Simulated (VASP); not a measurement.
Zn2S: relaxation of cell and atoms with PBE

Zn2S:

```
CELL_PARAMETERS angstrom
3.66744 0.00000 0.00000
-1.83372 3.17609 0.00000
0.00000 0.00000 3.95986
ATOMIC_POSITIONS crystal
Zn 0.33333 0.66667 0.50000
Zn 0.66667 0.33333 0.50000
S 0.00000 0.00000 0.00000
```

- Program: VASP 6.6.1
- Task: relaxation of cell and atoms
- Functional: PBE
- Potentials or basis: VASP PAW PBE potentials, release 64 (Zn, S)
- Cutoff: 600 eV
- k mesh: 6 × 6 × 4
- Occupations: gaussian, width 0.1 eV
- Spin: no spin polarisation
- Dipole correction: no
- Further INCAR settings: ALGO = Normal; EDIFF = 1e-06; IBRION = 2; EDIFFG = -0.04; NSW = 90; ISIF = 3

* Relaxed volume: 18.59 Å³/atom
* Relaxed cell: a = 4.154 Å, b = 4.154 Å, c = 3.733 Å, α = 90.00°, β = 90.00°, γ = 120.00°
* Space group after relaxing (to 0.05 Å): P6/mmm (No. 191)
* Energy gained by relaxing: 420.0 meV/atom
* Ionic steps: 6
* Pressure after relaxing: -0.1 GPa
* Band gap on the k mesh: zero (band 15 reaches 3.98 eV, above the bottom of band 16 at -0.01 eV)

Stress tensor (GPa, compression positive):
```
 0.01  0.00  0.00
 0.00  0.01  0.00
 0.00  0.00 -0.31
```

Step by step:
```tsv
step	energy change (eV)	largest force (eV/Å)	pressure (GPa)	volume (Å³)
1	0.0000	0.0000	24.97	46.12
2	-1.1156	0.0000	-5.37	63.34
3	-1.2199	0.0000	-1.22	57.87
4	-1.2208	0.0000	-1.64	58.33
5	-1.2502	0.0000	-0.91	56.98
6	-1.2601	0.0000	-0.10	55.78
```

Final structure:
```
Zn S
1.0
     4.15371    0.00000    0.00000
    -2.07686    3.59722    0.00000
     0.00000    0.00000    3.73329
Zn S
2 1
Direct
  0.33333 0.66667 0.50000
  0.66667 0.33333 0.50000
  0.00000 0.00000 0.00000
```

Levels at points of the mesh, in eV from the Fermi level:
```
           k point  band 13  band 14  band 15  band 16  band 17  band 18
(0.00, 0.00, 0.00)    -2.05    -1.71    -1.71     2.74     2.74     4.95
(0.50, 0.00, 0.00)    -2.97    -2.02    -1.12     1.61     4.46     4.63
(0.00, 0.00, 0.50)    -1.28    -1.28     0.83     1.13     4.22     4.22
(0.50, 0.00, 0.50)    -3.76    -3.55    -1.54     1.28     1.47     2.78
```

It took 48 s on 1 thread of Intel(R) Xeon(R) 6975P-C (Granite Rapids), with other jobs on the host, peak memory 0.18 GiB.

Caveat: the k points lie up to 0.42 Å⁻¹ apart in the final cell; the volume moved by over 15 % at a fixed basis, so the end points are rough.
